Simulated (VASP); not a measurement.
# NiPdO2 (R-3m) in VASP: notebook

NiPdO2 is run at these levels: r2SCAN+U, PBEsol; tasks: single point.

Everything below comes from runs of VASP 6.6.1. Logs are shortened: lines on timing, memory, paths and dates and some standing lists are left out, and cuts for length are marked.

## Step 1: The cell of the first run

Symmetry: R-3m, No. 166, trigonal system. Conventional cell: a = 3.272 Å, b = 3.272 Å, c = 18.530 Å, α = 90.00°, β = 90.00°, γ = 120.00°. Pd (site symmetry -3m) has 2 O at 1.98 Å within 2.6 Å. Ni (site symmetry -3m) has 6 O at 2.19 Å within 2.9 Å. Within 2.6 Å of O (site symmetry 3m) lie 1 Pd at 1.98 Å and 3 Ni at 2.19 Å.

## Step 2: Single point, r2SCAN+U

File POSCAR:

```
NiPdO2
1.0
    1.6359725900      0.9445292100      6.1767413800
   -1.6359725900      0.9445292100      6.1767413800
    0.0000000000     -1.8890584300      6.1767413800
Pd Ni O
1 1 2
Direct
    0.0000000000      0.0000000000      0.0000000000
    0.5000000000      0.5000000000      0.5000000000
    0.1066000000      0.1066000000      0.1066000000
    0.8934000000      0.8934000000      0.8934000000
```

File INCAR.step1:

```
SYSTEM = NiPdO2
ALGO     = Normal         ! electronic algorithm
EDIFF    = 1E-4           ! SCF threshold, eV
ENCUT    = 520            ! plane-wave cutoff, eV
GGA      = PE             ! functional
ISMEAR   = 0              ! smearing method
LASPH    = .True.         ! aspherical terms in the spheres
LCHARG   = .False.        ! write CHGCAR
LDAU     = .True.         ! DFT+U
LDAUJ    = 0 0 0        
LDAUL    = 2 2 -1         ! shell
LDAUTYPE = 2            
LDAUU    = 6 6 0          ! U, eV
LMAXMIX  = 4              ! l up to which the mixer works
LREAL    = .False.        ! projectors in reciprocal space
LWAVE    = .True.         ! write WAVECAR
NBANDS   = 24             ! bands
NELM     = 150            ! most SCF steps
PREC     = Accurate       ! precision mode
SIGMA    = 0.05           ! smearing width, eV
```

File INCAR.step2:

```
SYSTEM = NiPdO2
ALGO     = Normal         ! electronic algorithm
EDIFF    = 1E-6           ! SCF threshold, eV
ENCUT    = 520            ! plane-wave cutoff, eV
ISIF     = 2              ! what is computed and relaxed
ISMEAR   = 0              ! smearing method
ISTART   = 1            
LASPH    = .True.         ! aspherical terms in the spheres
LCHARG   = .True.         ! write CHGCAR
LDAU     = .True.         ! DFT+U
LDAUJ    = 0 0 0        
LDAUL    = 2 2 -1         ! shell
LDAUPRINT= 1            
LDAUTYPE = 2            
LDAUU    = 6 6 0          ! U, eV
LELF     = .True.         ! ELF
LMAXMIX  = 4              ! l up to which the mixer works
LMIXTAU  = .True.       
LREAL    = .False.        ! projectors in reciprocal space
LVHAR    = .True.       
LWAVE    = .False.        ! write WAVECAR
METAGGA  = R2SCAN         ! meta-GGA
NBANDS   = 24             ! bands
NELM     = 150            ! most SCF steps
PREC     = Accurate       ! precision mode
SIGMA    = 0.05           ! smearing width, eV
```

File KPOINTS:

```
k-points
0
Gamma
  7 7 7
  0 0 0
```

Potentials or basis: VASP PAW PBE potentials, release 64 (Pd, Ni, O).

Command:

```sh
$ cat potpaw_PBE.64/Pd/POTCAR potpaw_PBE.64/Ni/POTCAR potpaw_PBE.64/O/POTCAR > POTCAR
$ cp INCAR.step1 INCAR
$ mpirun -np 1 vasp_std > vasp.out
$ cp INCAR.step2 INCAR
$ mpirun -np 1 vasp_std > vasp.out
```

OUTCAR:

```text
SYSTEM = NiPdO2
   EDIFF = 1E-6
   ENCUT = 520
   ISIF = 2
   ISMEAR = 0
   ISTART = 1
   LASPH = .True.
   LREAL = .False.
   METAGGA = R2SCAN
   NELM = 150
   PREC = Accurate

 ion  position               nearest neighbor table
   1  0.000  0.000  0.000-   3 1.98   4 1.98
   2  0.500  0.500  0.500-   3 2.19   4 2.19   3 2.19   3 2.19   4 2.19   4 2.19
   3  0.107  0.107  0.107-   1 1.98   2 2.19   2 2.19   2 2.19
   4  0.893  0.893  0.893-   1 1.98   2 2.19   2 2.19   2 2.19

  LATTYP: Found a trigonal (rhomboedric) cell.
 ALAT       =     6.4591544198
 COS(alpha) =     0.8716988038

  Lattice vectors:

 A1 = (   1.6359725900,   0.9445292100,   6.1767413800)
 A2 = (  -1.6359725900,   0.9445292100,   6.1767413800)
 A3 = (   0.0000000000,  -1.8890584300,   6.1767413800)

Analysis of symmetry for initial positions (statically):
=====================================================================
 Subroutine PRICEL returns:
 Original cell was already a primitive cell.

 Routine SETGRP: Setting up the symmetry group for a
 trigonal (rhombohedral) supercell.

 Subroutine GETGRP returns: Found 12 space group operations
 (whereof 12 operations were pure point group operations)
 out of a pool of 12 trial point group operations.

The static configuration has the point symmetry D_3d.

Analysis of symmetry for dynamics (positions and initial velocities):
=====================================================================
 Subroutine PRICEL returns:
 Original cell was already a primitive cell.

 Routine SETGRP: Setting up the symmetry group for a
 trigonal (rhombohedral) supercell.

 Subroutine GETGRP returns: Found 12 space group operations
 (whereof 12 operations were pure point group operations)
 out of a pool of 12 trial point group operations.

The dynamic configuration has the point symmetry D_3d.

 Subroutine INISYM returns: Found 12 space group operations
 (whereof 12 operations are pure point group operations),
 and found     1 'primitive' translations

----------------------------------------------------------------------------------------

                                     Primitive cell

  volume of cell :      57.2667

  direct lattice vectors                    reciprocal lattice vectors
     1.635972590  0.944529210  6.176741380     0.305628592  0.176454750  0.053965888
    -1.635972590  0.944529210  6.176741380    -0.305628592  0.176454750  0.053965888
     0.000000000 -1.889058430  6.176741380     0.000000000 -0.352909501  0.053965888

  length of vectors
     6.459154420  6.459154420  6.459154420     0.357011810  0.357011810  0.357011811

  position of ions in fractional coordinates (direct lattice)
     0.000000000  0.000000000  0.000000000
     0.500000000  0.500000000  0.500000000
     0.106600000  0.106600000  0.106600000
     0.893400000  0.893400000  0.893400000

  ion indices of the primitive-cell ions
   primitive index   ion index
                 1           1
                 2           2
                 3           3
                 4           4

----------------------------------------------------------------------------------------

[... 97 lines left out ...]
   J (eV)           for each species LDAUJ =   0.0  0.0  0.0
   METAGGA = R2SCAN    functional components
   LHFCALC =     F    Hartree Fock is set to
   AEXX    =    0.0000 exact exchange contribution
   IVDW    =     0    specifies the selected vdW correction
   LEPSILON=     F    determine dielectric tensor
   LRPA    =     F    only Hartree local field effects (RPA)
 non-spin polarized calculation
 Gauss-broadening in eV      SIGMA  =   0.05
  energy-cutoff  :      520.00
  volume of cell :       57.27
 maximum number of plane-waves:      1559
   NGX = 23   NGY = 23   NGZ = 23

atom =   1  type =  1  l = 2

 onsite density matrix

spin component  1

  0.9657  0.0000 -0.0000 -0.0017 -0.0000
  0.0000  0.9763 -0.0000 -0.0000 -0.0017
 -0.0000 -0.0000  0.5995 -0.0000 -0.0000
 -0.0017 -0.0000 -0.0000  0.9763  0.0000
 -0.0000 -0.0017 -0.0000  0.0000  0.9657

spin component  2

  0.9657  0.0000 -0.0000 -0.0017 -0.0000
  0.0000  0.9763 -0.0000 -0.0000 -0.0017
 -0.0000 -0.0000  0.5995 -0.0000 -0.0000
 -0.0017 -0.0000 -0.0000  0.9763  0.0000
 -0.0000 -0.0017 -0.0000  0.0000  0.9657

 occupancies and eigenvectors

  o =  0.5995  v =  0.0000  0.0000  1.0000  0.0000  0.0000  0.0000  0.0000  0.0000  0.0000  0.0000      0.0000  0.0000  0.0000  0.0000  0.0000  0.0000  0.0000  0.0000  0.0000  0.0000
  o =  0.5995  v =  0.0000  0.0000  0.0000  0.0000  0.0000  0.0000  0.0000  1.0000  0.0000  0.0000      0.0000  0.0000  0.0000  0.0000  0.0000  0.0000  0.0000  0.0000  0.0000  0.0000
  o =  0.9654  v =  0.9878  0.0000 -0.0000  0.1555  0.0000  0.0000  0.0000  0.0000  0.0000  0.0000      0.0000  0.0000  0.0000  0.0000  0.0000  0.0000  0.0000  0.0000  0.0000  0.0000
  o =  0.9654  v =  0.0000  0.0000  0.0000  0.0000  0.0000  0.9878  0.0000 -0.0000  0.1555  0.0000      0.0000  0.0000  0.0000  0.0000  0.0000  0.0000  0.0000  0.0000  0.0000  0.0000
  o =  0.9654  v = -0.0000  0.1555 -0.0000 -0.0000  0.9878  0.0000  0.0000  0.0000  0.0000  0.0000      0.0000  0.0000  0.0000  0.0000  0.0000  0.0000  0.0000  0.0000  0.0000  0.0000
  o =  0.9654  v =  0.0000  0.0000  0.0000  0.0000  0.0000 -0.0000  0.1555 -0.0000 -0.0000  0.9878      0.0000  0.0000  0.0000  0.0000  0.0000  0.0000  0.0000  0.0000  0.0000  0.0000
  o =  0.9766  v =  0.0000 -0.9878 -0.0000 -0.0000  0.1555  0.0000  0.0000  0.0000  0.0000  0.0000      0.0000  0.0000  0.0000  0.0000  0.0000  0.0000  0.0000  0.0000  0.0000  0.0000
  o =  0.9766  v =  0.0000  0.0000  0.0000  0.0000  0.0000  0.0000 -0.9878 -0.0000 -0.0000  0.1555      0.0000  0.0000  0.0000  0.0000  0.0000  0.0000  0.0000  0.0000  0.0000  0.0000
  o =  0.9766  v =  0.0000  0.0000  0.0000  0.0000  0.0000 -0.1555 -0.0000 -0.0000  0.9878  0.0000      0.0000  0.0000  0.0000  0.0000  0.0000  0.0000  0.0000  0.0000  0.0000  0.0000
  o =  0.9766  v = -0.1555 -0.0000 -0.0000  0.9878  0.0000  0.0000  0.0000  0.0000  0.0000  0.0000      0.0000  0.0000  0.0000  0.0000  0.0000  0.0000  0.0000  0.0000  0.0000  0.0000

atom =   2  type =  2  l = 2

 onsite density matrix

spin component  1

  0.8357  0.0000  0.0000  0.1852  0.0000
  0.0000  0.7329 -0.0000  0.0000  0.1852
  0.0000 -0.0000  0.9753  0.0000 -0.0000
  0.1852  0.0000  0.0000  0.7329  0.0000
  0.0000  0.1852 -0.0000  0.0000  0.8357

spin component  2

  0.8357  0.0000  0.0000  0.1852  0.0000
  0.0000  0.7329 -0.0000  0.0000  0.1852
  0.0000 -0.0000  0.9753  0.0000 -0.0000
  0.1852  0.0000  0.0000  0.7329  0.0000
  0.0000  0.1852 -0.0000  0.0000  0.8357

 occupancies and eigenvectors

  o =  0.5922  v = -0.0000  0.7961 -0.0000  0.0000 -0.6052  0.0000  0.0000  0.0000  0.0000  0.0000      0.0000  0.0000  0.0000  0.0000  0.0000  0.0000  0.0000  0.0000  0.0000  0.0000
  o =  0.5922  v =  0.0000  0.0000  0.0000  0.0000  0.0000 -0.0000  0.7961 -0.0000  0.0000 -0.6052      0.0000  0.0000  0.0000  0.0000  0.0000  0.0000  0.0000  0.0000  0.0000  0.0000
  o =  0.5922  v =  0.0000  0.0000  0.0000  0.0000  0.0000  0.6052  0.0000 -0.0000 -0.7961 -0.0000      0.0000  0.0000  0.0000  0.0000  0.0000  0.0000  0.0000  0.0000  0.0000  0.0000
  o =  0.5922  v =  0.6052  0.0000 -0.0000 -0.7961 -0.0000  0.0000  0.0000  0.0000  0.0000  0.0000      0.0000  0.0000  0.0000  0.0000  0.0000  0.0000  0.0000  0.0000  0.0000  0.0000
  o =  0.9753  v =  0.0000  0.0000  0.0000  0.0000  0.0000 -0.0000  0.0000  1.0000 -0.0000  0.0000      0.0000  0.0000  0.0000  0.0000  0.0000  0.0000  0.0000  0.0000  0.0000  0.0000
  o =  0.9753  v = -0.0000  0.0000  1.0000 -0.0000  0.0000  0.0000  0.0000  0.0000  0.0000  0.0000      0.0000  0.0000  0.0000  0.0000  0.0000  0.0000  0.0000  0.0000  0.0000  0.0000
  o =  0.9765  v = -0.0000 -0.6052  0.0000 -0.0000 -0.7961  0.0000  0.0000  0.0000  0.0000  0.0000      0.0000  0.0000  0.0000  0.0000  0.0000  0.0000  0.0000  0.0000  0.0000  0.0000
  o =  0.9765  v =  0.0000  0.0000  0.0000  0.0000  0.0000 -0.0000 -0.6052  0.0000 -0.0000 -0.7961      0.0000  0.0000  0.0000  0.0000  0.0000  0.0000  0.0000  0.0000  0.0000  0.0000
  o =  0.9765  v =  0.7961 -0.0000  0.0000  0.6052 -0.0000  0.0000  0.0000  0.0000  0.0000  0.0000      0.0000  0.0000  0.0000  0.0000  0.0000  0.0000  0.0000  0.0000  0.0000  0.0000
  o =  0.9765  v =  0.0000  0.0000  0.0000  0.0000  0.0000  0.7961 -0.0000  0.0000  0.6052 -0.0000      0.0000  0.0000  0.0000  0.0000  0.0000  0.0000  0.0000  0.0000  0.0000  0.0000

 number of electron      32.0000007 magnetization

 Free energy of the ion-electron system (eV)
  ---------------------------------------------------
  ext. energy  EPLUGINS =         0.00000000
  ---------------------------------------------------
  free energy    TOTEN  =       -41.77182690 eV

  energy without entropy =      -41.76639799  energy(sigma->0) =      -41.76911245

 E-fermi :   2.9968     XC(G=0): -11.0904

 val. band max:        2.9943762918   @ k =  -0.4286   0.2857   0.2857
 cond. band min:       3.0114572940   @ k =   0.4286   0.2857   0.1429
 fundamental gap:      0.0170810022
 Fermi energy:         2.9968178045

 k-point     1 :       0.0000    0.0000    0.0000
  band No.  band energies     occupation
      1     -16.2632      2.00000
      2     -15.3645      2.00000
      3      -3.5610      2.00000
      4      -1.8846      2.00000
      5      -1.8846      2.00000
      6      -1.0512      2.00000
[... 637 lines left out ...]
     23      15.8319      0.00000
     24      16.2366      0.00000

 [... further k-points ...]

------------------------ aborting loop because EDIFF is reached ----------------------------------------

  FORCE on cell =-STRESS in cart. coord.  units (eV):
  Direction    XX          YY          ZZ          XY          YZ          ZX
  --------------------------------------------------------------------------------------
  -------------------------------------------------------------------------------------
  Total      -10.3102802    -10.3102802     -8.9846755      0.0000000      0.0000000      0.0000000
  in kB     -288.4555947   -288.4555936   -251.3685235      0.0000000      0.0000001      0.0000000
  external PRESSURE =    -276.0932373 kB  Pullay stress =       0.0000000 kB

 VOLUME and BASIS-vectors are now :
 -----------------------------------------------------------------------------
  energy-cutoff  :      520.00
  volume of cell :       57.27
      direct lattice vectors                 reciprocal lattice vectors
     1.635972590  0.944529210  6.176741380     0.305628592  0.176454750  0.053965888
    -1.635972590  0.944529210  6.176741380    -0.305628592  0.176454750  0.053965888
     0.000000000 -1.889058430  6.176741380     0.000000000 -0.352909501  0.053965888

 POSITION                                       TOTAL-FORCE (eV/Angst)
 -----------------------------------------------------------------------------------
      0.00000      0.00000      0.00000        -0.000000      0.000000      0.000000
      0.00000     -0.00000      9.26511         0.000000      0.000000     -0.000000
      0.00000     -0.00000      1.97532        -0.000000     -0.000000      1.801869
      0.00000     -0.00000     16.55490        -0.000000      0.000000     -1.801869
 -----------------------------------------------------------------------------------
    total drift:                               -0.000000      0.000000     -0.000000

  FREE ENERGIE OF THE ION-ELECTRON SYSTEM (eV)
  ---------------------------------------------------
  free  energy   TOTEN  =       -41.7718269016 eV

  energy  without entropy=      -41.7663979905  energy(sigma->0) =      -41.76911245
```

It took 18 min on 1 thread of AMD EPYC 7R13, shared host; peak memory 0.4 GiB.

Results:

| Item | Value |
| --- | --- |
| Free energy | -41.7718 eV |
| Pressure | -27.6 GPa |
| Largest force | 1.802 eV/Å |
| Band gap on the k mesh | zero (bands 16 and 17 overlap by 0.37 eV) |

Forces on the atoms (eV/Å):
```
Pd   0.000  0.000  0.000
Ni   0.000  0.000  0.000
O    0.000  0.000  1.802
O    0.000  0.000 -1.802
```

Stress tensor (GPa, compression positive):
```
-28.85   0.00   0.00
  0.00 -28.85   0.00
  0.00   0.00 -25.14
```

Eigenvalues of the final occupation matrices:
| site | spin | trace | eigenvalues |
| --- | --- | --- | --- |
| site 1 d | 1 | 4.48 | 0.60 0.97 0.97 0.98 0.98 |
| site 1 d | 2 | 4.48 | 0.60 0.97 0.97 0.98 0.98 |
| site 2 d | 1 | 4.11 | 0.59 0.59 0.98 0.98 0.98 |
| site 2 d | 2 | 4.11 | 0.59 0.59 0.98 0.98 0.98 |

Caveat: the cell stands under tension; the PAW data sets were made with another functional, which shifts forces and pressure a little; the run has no spin polarisation, though such a crystal can be magnetic; U without spin polarisation on a metal has little footing. Spin polarisation is off, so any magnetic state and its effect on volume and gap are missing.

## Step 3: Single point, PBEsol, collinear spin, ferromagnetic start

File INCAR:

```
PREC     = Accurate       # precision mode
ENCUT    = 520            # plane-wave cutoff, eV
EDIFF    = 1E-6           # SCF threshold, eV
ISMEAR   = 0              # smearing method
SIGMA    = 0.05           # smearing width, eV
LREAL    = F              # projectors in reciprocal space
LASPH    = T              # aspherical terms in the spheres
NELM     = 150            # most SCF steps
ALGO     = Normal         # electronic algorithm
ISIF     = 2              # what is computed and relaxed
LWAVE    = F              # write WAVECAR
LCHARG   = F              # write CHGCAR
ISPIN    = 2              # spin polarisation
MAGMOM   = 0 1 0 0        # initial moments
LORBIT   = 11             # projections on sites
NUPDOWN  = 1.0            # fixed moment
LMAXMIX  = 4              # l up to which the mixer works
GGA      = PS             # functional
NBANDS   = 28             # bands
```

File KPOINTS:

```
Automatic mesh
0
Gamma
  7 7 7
```

POSCAR is that of step 2.

Potentials or basis: VASP PAW PBE potentials, release 64 (Pd, Ni, O).

Command:

```sh
$ cat potpaw_PBE.64/Pd/POTCAR potpaw_PBE.64/Ni/POTCAR potpaw_PBE.64/O/POTCAR > POTCAR
$ mpirun -np 1 vasp_std > vasp.out
```

It took 11 min on 1 thread of AMD EPYC 7R13, shared host; peak memory 0.48 GiB.

Results (log left out):

```
Free energy                                           : -23.3823 eV
Pressure                                              : -26.6 GPa
Largest force                                         : 1.067 eV/Å
Net moment                                            : 1.00 μB per cell
Site moments                                          : Pd -0.14; Ni +1.05; O +0.04 μB
Valence electrons inside the program's atomic spheres : Pd 9.14; Ni 8.70; O 4.83
```

Forces on the atoms (eV/Å):
```
Pd   0.000  0.000  0.000
Ni   0.000  0.000  0.000
O    0.000  0.000  1.067
O    0.000  0.000 -1.067
```

Stress tensor (GPa, compression positive):
```
-26.44   0.00   0.00
  0.00 -26.44   0.00
  0.00   0.00 -27.00
```

Caveat: the cell stands under tension; the PAW data sets were made with another functional, which shifts forces and pressure a little; the total moment is fixed, so each spin has its own Fermi level and the state may be an excited one; a cell with one magnetic atom can't hold antiferromagnetic order, which such compounds often take.
